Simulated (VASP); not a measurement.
# Hf in VASP: a series of runs

Hf is run at these levels: PBE; tasks: single point, relaxation of cell and atoms.

Everything below comes from runs of VASP 6.6.1. Logs are shortened: lines on timing, memory, paths and dates and some standing lists are left out, and cuts for length are marked.

### 1 The cell of the first run

The structure is cubic, space group Fm-3m (No. 225). Conventional cell: a = 4.485 Å, b = 4.485 Å, c = 4.485 Å, α = 90.00°, β = 90.00°, γ = 90.00°. Hf (site symmetry m-3m) has 12 Hf at 3.17 Å within 4.2 Å.

### 2 Single point, PBE

The input, INCAR:

```
PREC     = Accurate       # precision mode
ENCUT    = 520            # plane-wave cutoff, eV
EDIFF    = 1E-6           # SCF threshold, eV
ISMEAR   = 0              # smearing method
SIGMA    = 0.1            # smearing width, eV
LREAL    = False          # projectors in reciprocal space
LASPH    = True           # aspherical terms in the spheres
NELM     = 100            # most SCF steps
ALGO     = Normal         # electronic algorithm
ISIF     = 2              # what is computed and relaxed
LWAVE    = False          # write WAVECAR
LCHARG   = True           # write CHGCAR
GGA      = PE             # functional
LELF     = True           # ELF
LVHAR    = True         
NBANDS   = 11             # bands
```

The input, KPOINTS:

```
regular mesh
0
Gamma
  24 24 24
```

The input, POSCAR:

```
Hf
1.0
   -1.5855942462      1.5855942462      2.2423169318
    1.5855942462     -1.5855942462      2.2423169318
    1.5855942462      1.5855942462     -2.2423169318
Hf
1
Direct
    0.0000000000      0.0000000000      0.0000000000
```

Potentials or basis: VASP PAW PBE potentials, release 64 (Hf_pv).

Command:

```sh
$ cat potpaw_PBE.64/Hf_pv/POTCAR > POTCAR
$ mpirun -np 1 vasp_std > vasp.out
```

OUTCAR:

```text
PREC = Accurate
   ENCUT = 520
   EDIFF = 1E-6
   ISMEAR = 0
   LREAL = False
   LASPH = True
   NELM = 100
   ISIF = 2
   GGA = PE

 ion  position               nearest neighbor table
   1  0.000  0.000  0.000-

  LATTYP: Found a body centered tetragonal cell.
 ALAT       =     3.1711884924
 C/A-ratio  =     1.4141807951

  Lattice vectors:

 A1 = (  -1.5855942462,   1.5855942462,   2.2423169318)
 A2 = (   1.5855942462,  -1.5855942462,   2.2423169318)
 A3 = (   1.5855942462,   1.5855942462,  -2.2423169318)

Analysis of symmetry for initial positions (statically):
=====================================================================
 Subroutine PRICEL returns:
 Original cell was already a primitive cell.

 Routine SETGRP: Setting up the symmetry group for a
 body centered tetragonal supercell.

 Subroutine GETGRP returns: Found 16 space group operations
 (whereof 16 operations were pure point group operations)
 out of a pool of 16 trial point group operations.

The static configuration has the point symmetry D_4h.

Analysis of symmetry for dynamics (positions and initial velocities):
=====================================================================
 Subroutine PRICEL returns:
 Original cell was already a primitive cell.

 Routine SETGRP: Setting up the symmetry group for a
 body centered tetragonal supercell.

 Subroutine GETGRP returns: Found 16 space group operations
 (whereof 16 operations were pure point group operations)
 out of a pool of 16 trial point group operations.

The dynamic configuration has the point symmetry D_4h.

 Subroutine INISYM returns: Found 16 space group operations
 (whereof 16 operations are pure point group operations),
 and found     1 'primitive' translations

----------------------------------------------------------------------------------------

                                     Primitive cell

  volume of cell :      22.5497

  direct lattice vectors                    reciprocal lattice vectors
    -1.585594246  1.585594246  2.242316932     0.000000000  0.315339187  0.222983644
     1.585594246 -1.585594246  2.242316932     0.315339187  0.000000000  0.222983644
     1.585594246  1.585594246 -2.242316932     0.315339187  0.315339187  0.000000000

  length of vectors
     3.171151754  3.171151754  3.171151754     0.386213035  0.386213035  0.445956955

  position of ions in fractional coordinates (direct lattice)
     0.000000000  0.000000000  0.000000000

  ion indices of the primitive-cell ions
   primitive index   ion index
                 1           1

----------------------------------------------------------------------------------------

 KPOINTS: regular mesh

Automatic generation of k-mesh.
 Grid dimensions read from file:
 generate k-points for:   24   24   24

 Generating k-lattice:

  Cartesian coordinates                     Fractional coordinates (reciprocal lattice)
     0.000000000  0.013139133  0.009290985     0.041666667  0.000000000 -0.000000000
     0.013139133  0.000000000  0.009290985     0.000000000  0.041666667 -0.000000000
     0.013139133  0.013139133  0.000000000     0.000000000  0.000000000  0.041666667

  Length of vectors
     0.016092210  0.016092210  0.018581540

  Shift w.r.t. Gamma in fractional coordinates (k-lattice)
     0.000000000  0.000000000  0.000000000

 Subroutine IBZKPT returns following result:
 ===========================================

 Found   1063 irreducible k-points:

 Following reciprocal coordinates:
            Coordinates               Weight
  0.000000  0.000000  0.000000      1.000000
  0.041667  0.000000  0.000000      8.000000
  0.083333  0.000000 -0.000000      8.000000
  0.125000  0.000000  0.000000      8.000000
  0.166667 -0.000000  0.000000      8.000000
  0.208333  0.000000 -0.000000      8.000000
[... 16 lines left out ...]
  0.416667  0.041667  0.000000     16.000000
  0.458333  0.041667  0.000000     16.000000
 [... further k-points ...]
   k-points           NKPTS =   1063   k-points in BZ     NKDIM =   1063   number of bands    NBANDS=     11
   number of dos      NEDOS =    301   number of ions     NIONS =      1
   total plane-waves  NPLWV =  13824
   dimension x,y,z NGX =    24 NGY =   24 NGZ =   24
   dimension x,y,z NGXF=    48 NGYF=   48 NGZF=   48
   ions per type =               1
   NGX,Y,Z   is equivalent  to a cutoff of  12.58, 12.58, 12.58 a.u.
   NGXF,Y,Z  is equivalent  to a cutoff of  25.16, 25.16, 25.16 a.u.
 SYSTEM =  unknown system
   PREC   = accura    normal or accurate (medium, high low for compatibility)
   ISTART =      0    job   : 0-new  1-cont  2-samecut
   ICHARG =      2    charge: 1-file 2-atom 10-const
   ISPIN  =      1    spin polarized calculation?
   LNONCOLLINEAR =      F non collinear calculations
   LSORBIT =      F    spin-orbit coupling
   LASPH  =      T    aspherical Exc in radial PAW
   ENCUT  =  520.0 eV  38.22 Ry    6.18 a.u.   5.90  5.90  5.90*2*pi/ulx,y,z
   NELM   =    100;   NELMIN=  2; NELMDL= -5     # of ELM steps
   EDIFF  = 0.1E-05   stopping-criterion for ELM
   LREAL  =      F    real-space projection
   EDIFFG = 0.1E-04   stopping-criterion for IOM
   NSW    =      0    number of steps for IOM
   IBRION =     -1    ionic relax: 0-MD 1-quasi-New 2-CG
   NFREE  =      0    steps in history (QN), initial steepest desc. (CG)
   ISIF   =      2    stress and relaxation
   ISYM   =      2    0-nonsym 1-usesym 2-fastsym
   POTIM  = 0.5000    time-step for ionic-motion
   TEBEG  =    0.0;   TEEND  =   0.0 temperature during run
   PSTRESS=    0.0 pullay stress
   NELECT =      10.0000    total number of electrons
   NUPDOWN=      -1.0000    fix difference up-down
   EMIN   =  10.00;   EMAX   =-10.00  energy-range for DOS
   EFERMI =   0.00;   METHOD = LEGACY
   ISMEAR =     0;   SIGMA  =   0.10  broadening in eV -4-tet -1-fermi 0-gaus
   EFERMI_NEDOS =   21; number of points for ismear=-14 and -15
   IALGO  =     38    algorithm
   IMIX   =      4    mixing-type and parameters
     AMIX     =   0.40;   BMIX     =  1.00
     AMIX_MAG =   1.60;   BMIX_MAG =  1.00
  volume/ion in A,a.u.               =      22.55       152.17
  Fermi-wavevector in a.u.,A,eV,Ry     =   1.248421  2.359174 21.205434  1.558555
  Thomas-Fermi vector in A             =   2.382509
   LORBIT       =      0    0 simple, 1 ext, 2 COOP (PROOUT), +10 PAW based schemes
   GGA     = PE    functional components
   LHFCALC =     F    Hartree Fock is set to
   AEXX    =    0.0000 exact exchange contribution
   IVDW    =     0    specifies the selected vdW correction
   LEPSILON=     F    determine dielectric tensor
   LRPA    =     F    only Hartree local field effects (RPA)
 non-spin polarized calculation
 Gauss-broadening in eV      SIGMA  =   0.10
  energy-cutoff  :      520.00
  volume of cell :       22.55
 maximum number of plane-waves:       620
   NGX = 11   NGY = 11   NGZ = 11

 number of electron      10.0000000 magnetization

 number of electron       9.9999999 magnetization

 Free energy of the ion-electron system (eV)
  ---------------------------------------------------
  ext. energy  EPLUGINS =         0.00000000
  ---------------------------------------------------
  free energy    TOTEN  =        -9.85676498 eV

  energy without entropy =       -9.84924482  energy(sigma->0) =       -9.85300490

 E-fermi :   4.6853     XC(G=0): -11.2499

 val. band max:        4.6851607113   @ k =  -0.3750   0.0417  -0.0000
 cond. band min:       4.6903222042   @ k =  -0.1250   0.5000   0.0417
 fundamental gap:      0.0051614929
 Fermi energy:         4.6852869739

 k-point     1 :       0.0000    0.0000    0.0000
  band No.  band energies     occupation
      1     -25.3586      2.00000
      2     -25.3586      2.00000
      3     -25.3586      2.00000
      4      -2.4975      2.00000
      5       6.0854      0.00000
      6       6.0854      0.00000
      7       6.0856      0.00000
      8       8.8471      0.00000
      9       8.8475      0.00000
     10      15.9735      0.00000
     11      17.7242      0.00000

 k-point     2 :       0.0417    0.0000    0.0000
  band No.  band energies     occupation
      1     -25.3729      2.00000
      2     -25.3604      2.00000
      3     -25.3604      2.00000
      4      -2.4370      2.00000
      5       6.0216      0.00000
      6       6.1151      0.00000
      7       6.1153      0.00000
      8       8.8136      0.00000
      9       8.8140      0.00000
     10      16.1117      0.00000
     11      17.7239      0.00000

 k-point     3 :       0.0833    0.0000   -0.0000
  band No.  band energies     occupation
      1     -25.4148      2.00000
      2     -25.3657      2.00000
      3     -25.3657      2.00000
      4      -2.2581      2.00000
      5       5.8448      0.00000
      6       6.1981      0.00000
      7       6.1983      0.00000
      8       8.7264      0.00000
      9       8.7267      0.00000
     10      16.5008      0.00000
     11      17.7231      0.00000

 k-point     4 :       0.1250    0.0000    0.0000
  band No.  band energies     occupation
      1     -25.4809      2.00000
      2     -25.3742      2.00000
      3     -25.3742      2.00000
      4      -1.9694      2.00000
      5       5.5915      0.00000
      6       6.3139      0.00000
      7       6.3141      0.00000
      8       8.6238      0.00000
      9       8.6241      0.00000
     10      17.0336      0.00000
     11      17.7205      0.00000

 k-point     5 :       0.1667   -0.0000    0.0000
  band No.  band energies     occupation
      1     -25.5658      2.00000
      2     -25.3852      2.00000
      3     -25.3852      2.00000
      4      -1.5854      2.00000
      5       5.3068      0.00000
      6       6.4229      0.00000
      7       6.4231      0.00000
      8       8.5668      0.00000
      9       8.5671      0.00000
     10      17.1523      0.00000
     11      17.7243      0.00000
[... 211 lines left out ...]
 k-point    21 :       0.3333    0.0417    0.0000
  band No.  band energies     occupation
      1     -25.9857      2.00000
      2     -25.4586      2.00000
      3     -25.4365      2.00000
      4       0.5026      2.00000
      5       4.6574      1.30644
      6       6.0874      0.00000
      7       6.1844      0.00000
      8       9.5021      0.00000
      9      10.1347      0.00000
     10      14.9286      0.00000
     11      17.6688      0.00000

 k-point    22 :       0.3750    0.0417    0.0000
  band No.  band energies     occupation
      1     -26.0573      2.00000
      2     -25.4673      2.00000
      3     -25.4482      2.00000
      4       0.8191      2.00000
      5       4.7944      0.12279
      6       5.9673      0.00000
      7       6.0589      0.00000
      8      10.0028      0.00000
      9      10.5557      0.00000
     10      14.5255      0.00000
     11      16.8815      0.00000

 k-point    23 :       0.4167    0.0417    0.0000
  band No.  band energies     occupation
      1     -26.1091      2.00000
      2     -25.4727      2.00000
      3     -25.4576      2.00000
      4       1.0175      2.00000
      5       4.9808      0.00003
      6       5.8869      0.00000
      7       5.9683      0.00000
      8      10.4584      0.00000
      9      10.8778      0.00000
     10      14.1830      0.00000
     11      16.1879      0.00000

 k-point    24 :       0.4583    0.0417    0.0000
  band No.  band energies     occupation
      1     -26.1379      2.00000
      2     -25.4746      2.00000
      3     -25.4641      2.00000
      4       1.1136      2.00000
      5       5.1172      0.00000
      6       5.8530      0.00000
      7       5.9209      0.00000
      8      10.7950      0.00000
      9      11.0246      0.00000
     10      13.9509      0.00000
     11      15.8110      0.00000

 [... further k-points ...]
[... 5 lines left out ...]
  --------------------------------------------------------------------------------------
  -------------------------------------------------------------------------------------
  Total       -0.0620946     -0.0620946     -0.0618943      0.0000000     -0.0000000      0.0000000
  in kB       -4.4118747     -4.4118747     -4.3976448      0.0000000     -0.0000000      0.0000000
  external PRESSURE =      -4.4071314 kB  Pullay stress =       0.0000000 kB

 VOLUME and BASIS-vectors are now :
 -----------------------------------------------------------------------------
  energy-cutoff  :      520.00
  volume of cell :       22.55
      direct lattice vectors                 reciprocal lattice vectors
    -1.585594246  1.585594246  2.242316932     0.000000000  0.315339187  0.222983644
     1.585594246 -1.585594246  2.242316932     0.315339187  0.000000000  0.222983644
     1.585594246  1.585594246 -2.242316932     0.315339187  0.315339187  0.000000000

 POSITION                                       TOTAL-FORCE (eV/Angst)
 -----------------------------------------------------------------------------------
      0.00000      0.00000      0.00000         0.000000      0.000000      0.000000
 -----------------------------------------------------------------------------------
    total drift:                                0.000000      0.000000      0.000000

  FREE ENERGIE OF THE ION-ELECTRON SYSTEM (eV)
  ---------------------------------------------------
  free  energy   TOTEN  =        -9.8567649781 eV

  energy  without entropy=       -9.8492448195  energy(sigma->0) =       -9.85300490
```

It took 50 s on 1 thread of Intel Xeon 6975P-C (Granite Rapids), shared host; peak memory 0.36 GiB.

What came out:

* Free energy: -9.8568 eV
* Pressure: -0.4 GPa
* Band gap on the k mesh: zero (band 5 reaches 6.09 eV, above the bottom of band 6 at 4.08 eV)

Levels at points of the mesh, in eV from the Fermi level:
| k point | band 3 | band 4 | band 5 | band 6 | band 7 | band 8 |
| --- | --- | --- | --- | --- | --- | --- |
| (0.00, 0.00, 0.00) | -30.04 | -7.18 | 1.40 | 1.40 | 1.40 | 4.16 |
| (0.50, 0.00, 0.00) | -30.15 | -3.61 | 0.55 | 1.18 | 1.18 | 6.25 |
| (0.50, 0.50, 0.00) | -30.33 | -3.22 | -2.10 | 2.48 | 6.26 | 6.87 |
| (0.50, 0.50, 0.50) | -30.33 | -3.22 | -2.10 | 2.48 | 6.26 | 6.87 |

Caveat: spin-orbit coupling is left out, which moves the levels of the heavy elements.

### 3 Relaxation of cell and atoms, PBE

This run uses another cell than the first one, of 22.63 Å³/atom, 1.004 times its volume.

The input, INCAR:

```
SYSTEM = Hf
  ALGO = Normal
  EDIFF = 1E-7
  EDIFFG = -0.01
  ENCUT = 600
  GGA = PE
  IBRION = 2
  ISIF = 3
  ISMEAR = 0
  LASPH = .True.
  LCHARG = .False.
  LREAL = .False.
  LWAVE = .False.
  NELM = 100
  NSW = 100
  PREC = Accurate
  SIGMA = 0.1
```

The input, KPOINTS:

```
k-points
0
Gamma
  24 24 24
  0 0 0
```

The input, POSCAR:

```
Hf
1.0
   -1.5774312377      1.5774312377      2.2737129916
    1.5774312377     -1.5774312377      2.2737129916
    1.5774312377      1.5774312377     -2.2737129916
Hf
1
Direct
    0.0000000000      0.0000000000      0.0000000000
```

Potentials or basis: VASP PAW PBE potentials, release 64 (Hf_pv).

Command:

```sh
$ cat potpaw_PBE.64/Hf_pv/POTCAR > POTCAR
$ mpirun -np 1 vasp_std > vasp.out
```

Run time: 5 min. Hardware: 1 thread of Intel Xeon 6975P-C (Granite Rapids), shared host; peak memory 0.44 GiB.

The run converged. Its results:

* Free energy: -9.8571 eV
* Relaxed volume: 22.45 Å³/atom
* Relaxed cell: a = 3.166 Å, b = 3.166 Å, c = 3.166 Å, α = 120.00°, β = 120.00°, γ = 90.00°
* Space group after relaxing (to 0.05 Å): Fm-3m (No. 225)
* Energy gained by relaxing: 1.5 meV/atom
* Ionic steps: 5
* Pressure after relaxing: 0.0 GPa
* Band gap on the k mesh: zero (band 5 reaches 6.12 eV, above the bottom of band 6 at 4.11 eV)

The path:
| step | energy change (eV) | largest force (eV/Å) | pressure (GPa) | volume (Å³) |
| --- | --- | --- | --- | --- |
| 1 | 0.0000 | 0.0000 | -0.79 | 22.63 |
| 2 | -0.0006 | 0.0000 | 0.87 | 22.27 |
| 3 | -0.0009 | 0.0000 | 0.28 | 22.39 |
| 4 | -0.0013 | 0.0000 | 0.15 | 22.42 |
| 5 | -0.0015 | 0.0000 | 0.04 | 22.45 |

Final structure:
```
Hf
1.0
    -1.58318    1.58318    2.23883
     1.58318   -1.58318    2.23883
     1.58318    1.58318   -2.23883
Hf
1
Direct
  0.00000 0.00000 0.00000
```

Levels at points of the mesh, in eV from the Fermi level:
| k point | band 2 | band 3 | band 4 | band 5 | band 6 | band 7 | band 8 | band 9 |
| --- | --- | --- | --- | --- | --- | --- | --- | --- |
| (0.00, 0.00, 0.00) | -30.03 | -30.03 | -7.20 | 1.40 | 1.40 | 1.40 | 4.18 | 4.18 |
| (0.50, 0.00, 0.00) | -30.13 | -30.13 | -3.62 | 0.57 | 1.18 | 1.18 | 6.28 | 6.28 |
| (0.50, 0.50, 0.00) | -30.32 | -30.32 | -3.24 | -2.11 | 2.50 | 6.30 | 6.90 | 6.90 |
| (0.50, 0.50, 0.50) | -30.32 | -30.32 | -3.24 | -2.11 | 2.50 | 6.30 | 6.90 | 6.90 |

Caveat: spin-orbit coupling is left out, which moves the levels of the heavy elements.

### 4 Single point, PBE

This run uses another cell than the first one: it holds 4 atoms, not 1.

The input, INCAR:

```
PREC = Accurate
ENCUT = 520
EDIFF = 1E-6
ISMEAR = 0
SIGMA = 0.1
LREAL = F
LASPH = T
NELM = 80
ALGO = Normal
ISIF = 2
LWAVE = F
LCHARG = F
GGA = PE
NBANDS = 28
```

The input, KPOINTS:

```
Automatic mesh
0
Gamma
  4 4 4
```

The input, POSCAR:

```
Hf
1.0
    4.4887287795      0.0000000000      0.0000000000
    0.0000000000      4.4887287795      0.0000000000
    0.0000000000      0.0000000000      4.4887287795
Hf
4
Direct
   -0.0000809355     -0.0000809355     -0.0000809355
    0.5000809355      1.0000809355      0.4999190645
    0.4999190645      0.5000809355      1.0000809355
    1.0000809355      0.4999190645      0.5000809355
```

Command:

```sh
$ cat potpaw_PBE.64/Hf_pv/POTCAR > POTCAR
$ mpirun -np 1 vasp_std > vasp.out
```

Run time: 21 s. Hardware: 1 thread of Intel Xeon Platinum 8375C at 2.90GHz (Ice Lake), shared host; peak memory 0.2 GiB.

The run converged. Its results:

- Free energy: -39.5384 eV
- Pressure: -0.4 GPa
- Largest force: 0.004 eV/Å
- Band gap on the k mesh: zero (band 20 reaches 6.06 eV, above the bottom of band 21 at 4.27 eV)

Forces in eV/Å, atoms in the order of the input:
```
Hf   0.002  0.002  0.002
Hf  -0.002 -0.002  0.002
Hf   0.002 -0.002 -0.002
Hf  -0.002  0.002 -0.002
```

Levels at points of the mesh, in eV from the Fermi level:
```tsv
k point	band 18	band 19	band 20	band 21	band 22	band 23
(0.00, 0.00, 0.00)	-2.05	-2.05	1.44	1.44	1.44	2.51
(0.50, 0.00, 0.00)	-0.67	-0.35	-0.35	-0.35	-0.35	1.48
(0.50, 0.50, 0.00)	-0.31	-0.31	-0.31	0.01	0.01	0.01
(0.50, 0.50, 0.50)	0.58	0.58	0.58	1.22	1.22	1.22
```

Caveat: spin-orbit coupling is left out, which moves the levels of the heavy elements.

### 5 Summary

| task | cell | k mesh | cutoff (eV) | gap on the mesh (eV) | pressure (GPa) |
| --- | --- | --- | --- | --- | --- |
| single point | a = 3.171 Å, angles 120.0, 120.0, 90.0°, 1 atom | 24 × 24 × 24 | 520 | none | -0.4 |
| relaxation of cell and atoms | relaxed from a = 3.185 Å, angles 120.6, 120.6, 88.9°, 1 atom | 24 × 24 × 24 | 600 | none | 0.0 |
| single point | a = 4.489 Å, 4 atoms | 4 × 4 × 4 | 520 | none | -0.4 |

Alike in all rows: level PBE; potentials or basis VASP PAW PBE potentials, release 64 (Hf_pv); no spin polarisation; smearing gaussian 0.1 eV.

Caveats: spin-orbit coupling is left out, which moves the levels of the heavy elements.

Total energies depend on the potentials used, so only differences within one code and one set of settings carry meaning.
